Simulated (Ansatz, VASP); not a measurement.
ZnS: VASP beside Ansatz

```
CELL_PARAMETERS angstrom
0.00000 2.48325 2.48325
2.48325 0.00000 2.48325
2.48325 2.48325 0.00000
ATOMIC_POSITIONS crystal
Zn 0.00000 0.00000 0.00000
S 0.50000 0.50000 0.50000
```

Alike in both runs: functional LDA; k mesh 16 × 16 × 16; occupations fermi-dirac, width 0.08 eV; no spin polarisation.

Ansatz relaxed the structure, and its values are those at the end. VASP's run is a single point on that final structure, the one shown.

|  | VASP | Ansatz |
| --- | --- | --- |
| version | VASP 6.6.1 | Ansatz 0.2.0 |
| potentials or method | VASP PAW LDA potentials, release 64 (Zn, S) | PAW with Ansatz's default frozen-core files, scalar-relativistic |
| plane-wave cutoff (eV) | 500 | 420 |
| valence electrons in the cell | 18 | 18 |

|  | VASP | Ansatz | Ansatz less VASP |
| --- | --- | --- | --- |
| pressure (GPa) | 0.3 | 0.0 | -0.34 |

LDA's correlation is that of Perdew and Zunger in VASP and of Perdew and Wang (1992) in Ansatz.
